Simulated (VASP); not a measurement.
A run of VASP 6.6.1:

File POSCAR:

```
AlN
1.0
    0.0000000000      2.1848764125      2.1848764125
    2.1848764125      0.0000000000      2.1848764125
    2.1848764125      2.1848764125      0.0000000000
Al N
1 1
Direct
    0.0000000000      0.0000000000      0.0000000000
    0.2500000000      0.2500000000      0.2500000000
```

Contents of INCAR.step1:

```
SYSTEM = AlN
PREC = Accurate ; ENCUT = 520
EDIFF = 1E-5 ; ISMEAR = 0
SIGMA = 0.01 ; LREAL = .False.
LASPH = .True. ; NELM = 80
ALGO = Normal ; ISIF = 2
LWAVE = .True. ; LCHARG = .False.
NBANDS = 11 ; GGA = PE
```

INCAR.step2

```
SYSTEM = AlN
PREC = Accurate ; ENCUT = 520
EDIFF = 1E-6 ; ISMEAR = 0
SIGMA = 0.01 ; LREAL = .False.
LASPH = .True. ; NELM = 80
ALGO = Normal ; ISIF = 2
LWAVE = .False. ; LCHARG = .False.
GGA = PE ; LHFCALC = .True.
HFSCREEN = 0.2079 ; PRECFOCK = Normal
NBANDS = 11 ; ISTART = 1
```

KPOINTS

```
regular mesh
0
Gamma
  8 8 8
  0 0 0
```

Potentials or basis: VASP PAW PBE potentials, release 64 (Al, N).

The run is started by

```console
$ cat potpaw_PBE.64/Al/POTCAR potpaw_PBE.64/N/POTCAR > POTCAR
$ cp INCAR.step1 INCAR
$ mpirun -np 1 vasp_std > vasp.out
$ cp INCAR.step2 INCAR
$ mpirun -np 1 vasp_std > vasp.out
```

Hardware: 1 thread of Intel Xeon 8259CL (shared host).

Task: How long does it take, and how much memory?

Result: Run time: 46 min on 1 thread of Intel Xeon 8259CL (shared host), peak memory 0.26 GiB. Counts: k points 29.
